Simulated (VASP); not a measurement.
# ZnCu (Pm-3m) in VASP: notebook

Runs on ZnCu. Level: PBE+D3(BJ). Tasks: single point, relaxation of cell and atoms.

All numbers are computed with VASP 6.6.1; they aren't measurements. Logs are shortened: lines on timing, memory, paths and dates and some standing lists are left out, and cuts for length are marked.

### 1 The cell of the first run

Symmetry: Pm-3m, No. 221, cubic system. Conventional cell: a = 2.910 Å, b = 2.910 Å, c = 2.910 Å, α = 90.00°, β = 90.00°, γ = 90.00°. Within 3.3 Å of Zn (site symmetry m-3m) lie 8 Cu at 2.52 Å and 6 Zn at 2.91 Å. Within 3.3 Å of Cu (site symmetry m-3m) lie 8 Zn at 2.52 Å and 6 Cu at 2.91 Å.

### 2 Single point, PBE+D3(BJ)

File INCAR:

```
ALGO     = Normal         # electronic algorithm
EDIFF    = 1E-6           # SCF threshold, eV
ENCUT    = 520            # plane-wave cutoff, eV
GGA      = PE             # functional
ISIF     = 2              # what is computed and relaxed
ISMEAR   = 0              # smearing method
IVDW     = 12             # dispersion correction
LASPH    = T              # aspherical terms in the spheres
LCHARG   = F              # write CHGCAR
LREAL    = F              # projectors in reciprocal space
LWAVE    = F              # write WAVECAR
NBANDS   = 18             # bands
NELM     = 100            # most SCF steps
PREC     = Accurate       # precision mode
SIGMA    = 0.1            # smearing width, eV
```

File KPOINTS:

```
k-points
0
Gamma
  14 14 14
```

File POSCAR:

```
ZnCu
1.0
    2.9101969753      0.0000000000      0.0000000000
    0.0000000000      2.9101969753      0.0000000000
    0.0000000000      0.0000000000      2.9101969753
Zn Cu
1 1
Direct
    0.5000000000      0.5000000000      0.5000000000
    0.0000000000      0.0000000000      0.0000000000
```

Potentials or basis: VASP PAW PBE potentials, release 64 (Zn, Cu).

The run is started by

```
> cat potpaw_PBE.64/Zn/POTCAR potpaw_PBE.64/Cu/POTCAR > POTCAR
> mpirun -np 1 vasp_std > vasp.out
```

OUTCAR:

```text
EDIFF = 1E-6
   ENCUT = 520
   GGA = PE
   ISIF = 2
   ISMEAR = 0
   IVDW = 12
   LASPH = T
   LREAL = F
   NELM = 100
   PREC = Accurate
 IVDW          = 12

 ion  position               nearest neighbor table
   1  0.500  0.500  0.500-   2 2.52   2 2.52   2 2.52   2 2.52   2 2.52   2 2.52   2 2.52   2 2.52

   2  0.000  0.000  0.000-   1 2.52   1 2.52   1 2.52   1 2.52   1 2.52   1 2.52   1 2.52   1 2.52

  LATTYP: Found a simple cubic cell.
 ALAT       =     2.9101969753

  Lattice vectors:

 A1 = (   2.9101969753,   0.0000000000,   0.0000000000)
 A2 = (   0.0000000000,   2.9101969753,   0.0000000000)
 A3 = (   0.0000000000,   0.0000000000,   2.9101969753)

Analysis of symmetry for initial positions (statically):
=====================================================================
 Subroutine PRICEL returns:
 Original cell was already a primitive cell.

 Routine SETGRP: Setting up the symmetry group for a
 simple cubic supercell.

 Subroutine GETGRP returns: Found 48 space group operations
 (whereof 48 operations were pure point group operations)
 out of a pool of 48 trial point group operations.

The static configuration has the point symmetry O_h .

Analysis of symmetry for dynamics (positions and initial velocities):
=====================================================================
 Subroutine PRICEL returns:
 Original cell was already a primitive cell.

 Routine SETGRP: Setting up the symmetry group for a
 simple cubic supercell.

 Subroutine GETGRP returns: Found 48 space group operations
 (whereof 48 operations were pure point group operations)
 out of a pool of 48 trial point group operations.

The dynamic configuration has the point symmetry O_h .

 Subroutine INISYM returns: Found 48 space group operations
 (whereof 48 operations are pure point group operations),
 and found     1 'primitive' translations

----------------------------------------------------------------------------------------

                                     Primitive cell

  volume of cell :      24.6472

  direct lattice vectors                    reciprocal lattice vectors
     2.910196975  0.000000000  0.000000000     0.343619352  0.000000000  0.000000000
     0.000000000  2.910196975  0.000000000     0.000000000  0.343619352  0.000000000
     0.000000000  0.000000000  2.910196975     0.000000000  0.000000000  0.343619352

  length of vectors
[... 80 lines left out ...]
   ENCUT  =  520.0 eV  38.22 Ry    6.18 a.u.   5.41  5.41  5.41*2*pi/ulx,y,z
   NELM   =    100;   NELMIN=  2; NELMDL= -5     # of ELM steps
   EDIFF  = 0.1E-05   stopping-criterion for ELM
   LREAL  =      F    real-space projection
   EDIFFG = 0.1E-04   stopping-criterion for IOM
   NSW    =      0    number of steps for IOM
   IBRION =     -1    ionic relax: 0-MD 1-quasi-New 2-CG
   NFREE  =      0    steps in history (QN), initial steepest desc. (CG)
   ISIF   =      2    stress and relaxation
   ISYM   =      2    0-nonsym 1-usesym 2-fastsym
   POTIM  = 0.5000    time-step for ionic-motion
   TEBEG  =    0.0;   TEEND  =   0.0 temperature during run
   PSTRESS=    0.0 pullay stress
   NELECT =      23.0000    total number of electrons
   NUPDOWN=      -1.0000    fix difference up-down
   EMIN   =  10.00;   EMAX   =-10.00  energy-range for DOS
   EFERMI =   0.00;   METHOD = LEGACY
   ISMEAR =     0;   SIGMA  =   0.10  broadening in eV -4-tet -1-fermi 0-gaus
   EFERMI_NEDOS =   21; number of points for ismear=-14 and -15
   IALGO  =     38    algorithm
   IMIX   =      4    mixing-type and parameters
     AMIX     =   0.40;   BMIX     =  1.00
     AMIX_MAG =   1.60;   BMIX_MAG =  1.00
  volume/ion in A,a.u.               =      12.32        83.16
  Fermi-wavevector in a.u.,A,eV,Ry     =   1.599785  3.023156 34.821571  2.559313
  Thomas-Fermi vector in A             =   2.697024
   LORBIT       =      0    0 simple, 1 ext, 2 COOP (PROOUT), +10 PAW based schemes
   GGA     = PE    functional components
   LHFCALC =     F    Hartree Fock is set to
   AEXX    =    0.0000 exact exchange contribution
   IVDW    =    12    specifies the selected vdW correction
   LEPSILON=     F    determine dielectric tensor
   LRPA    =     F    only Hartree local field effects (RPA)
 non-spin polarized calculation
 Gauss-broadening in eV      SIGMA  =   0.10
  energy-cutoff  :      520.00
  volume of cell :       24.65
 maximum number of plane-waves:       691
 NGX is ok and might be reduce to    24
   NGX = 11   NGY = 11   NGZ = 11

 number of electron      22.9999984 magnetization

 Free energy of the ion-electron system (eV)
  ---------------------------------------------------
  ext. energy  EPLUGINS =         0.00000000
  ---------------------------------------------------
  free energy    TOTEN  =        -4.98291839 eV

  energy without entropy =       -4.98147580  energy(sigma->0) =       -4.98219710

 E-fermi :   5.9118     XC(G=0): -12.6027

 val. band max:        5.7891437990   @ k =   0.5000   0.5000   0.2143
 cond. band min:       5.9257529788   @ k =   0.4286   0.3571   0.2143
 fundamental gap:      0.1366091798
 Fermi energy:         5.9117618655

 k-point     1 :       0.0000    0.0000    0.0000
  band No.  band energies     occupation
      1      -4.7299      2.00000
      2      -2.0860      2.00000
      3      -2.0860      2.00000
      4      -1.3298      2.00000
      5      -1.3298      2.00000
      6      -1.3298      2.00000
[... 481 lines left out ...]
      5      -1.3840      2.00000
      6      -0.8960      2.00000
[... 10 lines left out ...]
     17      22.1206      0.00000
     18      22.9868      0.00000

 [... further k-points ...]

------------------------ aborting loop because EDIFF is reached ----------------------------------------

 Edisp (eV)   -1.05260

 E8    (eV) :    -0.4470

  FORCE on cell =-STRESS in cart. coord.  units (eV):
  Direction    XX          YY          ZZ          XY          YZ          ZX
  --------------------------------------------------------------------------------------
  -------------------------------------------------------------------------------------
  Total       0.08892     0.08892     0.08892     0.00000     0.00000    -0.00000
  in kB       5.78026     5.78026     5.78026     0.00000     0.00000    -0.00000
  external pressure =        5.78 kB  Pullay stress =        0.00 kB

 VOLUME and BASIS-vectors are now :
 -----------------------------------------------------------------------------
  energy-cutoff  :      520.00
  volume of cell :       24.65
      direct lattice vectors                 reciprocal lattice vectors
     2.910196975  0.000000000  0.000000000     0.343619352  0.000000000  0.000000000
     0.000000000  2.910196975  0.000000000     0.000000000  0.343619352  0.000000000
     0.000000000  0.000000000  2.910196975     0.000000000  0.000000000  0.343619352

 POSITION                                       TOTAL-FORCE (eV/Angst)
 -----------------------------------------------------------------------------------
      1.45510      1.45510      1.45510         0.000000      0.000000      0.000000
      0.00000      0.00000      0.00000         0.000000      0.000000      0.000000
 -----------------------------------------------------------------------------------
    total drift:                                0.000000      0.000000     -0.000000

  FREE ENERGIE OF THE ION-ELECTRON SYSTEM (eV)
  ---------------------------------------------------
  free  energy   TOTEN  =        -6.0355206626 eV

  energy  without entropy=       -6.0340780758  energy(sigma->0) =       -6.03479937
```

OSZICAR:

```text
N       E                     dE             d eps       ncg     rms          rms(c)
DAV:   1     0.115419479837E+03    0.11542E+03   -0.11323E+04  4672   0.213E+03
DAV:   2    -0.124630505300E+01   -0.11667E+03   -0.11169E+03  4330   0.302E+02
DAV:   3    -0.605586796683E+01   -0.48096E+01   -0.47801E+01  4922   0.764E+01
DAV:   4    -0.609528750774E+01   -0.39420E-01   -0.39404E-01  4896   0.640E+00
DAV:   5    -0.609582352230E+01   -0.53601E-03   -0.53600E-03  4880   0.760E-01    0.980E+00
DAV:   6    -0.588597560808E+01    0.20985E+00   -0.14255E+01  4616   0.919E+01    0.590E+00
DAV:   7    -0.499518712799E+01    0.89079E+00   -0.31374E+00  4672   0.882E+01    0.241E+00
DAV:   8    -0.499176497123E+01    0.34222E-02   -0.12119E-01  5478   0.437E+00    0.128E+00
DAV:   9    -0.498297229990E+01    0.87927E-02   -0.98442E-03  5168   0.222E+00    0.785E-02
DAV:  10    -0.498293325316E+01    0.39047E-04   -0.90060E-04  6550   0.703E-01    0.514E-02
DAV:  11    -0.498291976606E+01    0.13487E-04   -0.11230E-04  5386   0.308E-01    0.846E-03
DAV:  12    -0.498291862150E+01    0.11446E-05   -0.65704E-06  5114   0.446E-02    0.811E-04
DAV:  13    -0.498291838843E+01    0.23307E-06   -0.16153E-07  2348   0.649E-03
   1 F= -.60355207E+01 E0= -.60347994E+01  d E =-.144259E-02
```

Wall time 62 s (1 thread of AMD EPYC 7R43 (Zen 3), shared host); peak memory 0.15 GiB.

What came out:

```yaml
Free_energy: -6.0355 eV
Pressure: 0.6 GPa
Dispersion_energy_per_atom: -0.526 eV
```

Caveat: pairwise dispersion overbinds metals, which lowers pressure and volume.

### 3 Relaxation of cell and atoms, PBE+D3(BJ)

This run uses another cell than the first one, of 13.01 Å³/atom, 1.056 times its volume.

File INCAR:

```
SYSTEM = ZnCu
PREC = Accurate
ENCUT = 600
EDIFF = 1E-6
ISMEAR = 0
SIGMA = 0.1
LREAL = .False.
LASPH = .True.
NELM = 80
ALGO = Normal
ISIF = 3
LWAVE = .False.
LCHARG = .False.
GGA = PE
IVDW = 12
IBRION = 2
NSW = 70
EDIFFG = -0.005
```

File KPOINTS:

```
Automatic mesh
0
Gamma
  14 14 14
  0 0 0
```

File POSCAR:

```
ZnCu
1.0
    2.9631826002      0.0000000000      0.0000000000
    0.0000000000      2.9631826002      0.0000000000
    0.0000000000      0.0000000000      2.9631826002
Zn Cu
1 1
Direct
    0.5000000000      0.5000000000      0.5000000000
    0.0000000000      0.0000000000      0.0000000000
```

Potentials or basis: VASP PAW PBE potentials, release 64 (Zn, Cu).

The run is started by

```
> cat potpaw_PBE.64/Zn/POTCAR potpaw_PBE.64/Cu/POTCAR > POTCAR
> mpirun -np 1 vasp_std > vasp.out
```

It took 2.7 min on 1 thread of AMD EPYC 7R43 (Zen 3), shared host; peak memory 0.16 GiB.

Results (log left out):

```
Free energy                            : -6.0361 eV
Relaxed volume                         : 12.39 Å³/atom
Relaxed cell                           : a = 2.915 Å, b = 2.915 Å, c = 2.915 Å, α = 90.00°, β = 90.00°, γ = 90.00°
Space group after relaxing (to 0.05 Å) : Pm-3m (No. 221)
Energy gained by relaxing              : 12.2 meV/atom
Ionic steps                            : 4
Pressure after relaxing                : 0.0 GPa
Dispersion energy per atom             : -0.524 eV
```

The path:
```csv
step,energy change (eV),largest force (eV/Å),pressure (GPa),volume (Å³)
1,0.0000,0.0000,-5.79,26.02
2,-0.0205,0.0000,2.64,24.29
3,-0.0243,0.0000,0.10,24.75
4,-0.0243,0.0000,-0.02,24.77
```

Final structure:
```
Zn Cu
1.0
     2.91514    0.00000    0.00000
     0.00000    2.91514    0.00000
     0.00000    0.00000    2.91514
Zn Cu
1 1
Direct
  0.50000 0.50000 0.50000
  0.00000 0.00000 0.00000
```

Levels at points of the mesh, in eV from the Fermi level:
```tsv
k point	band 10	band 11	band 12	band 13	band 14	band 15
(0.00, 0.00, 0.00)	-2.81	-2.81	6.32	6.32	6.32	11.43
(0.50, 0.00, 0.00)	-3.39	-2.89	-2.06	11.96	11.96	12.58
(0.50, 0.50, 0.00)	-2.57	-2.01	-2.01	1.87	2.21	14.25
(0.50, 0.50, 0.50)	-2.55	4.06	4.39	4.39	4.39	4.59
```

Caveat: pairwise dispersion overbinds metals, which lowers pressure and volume.
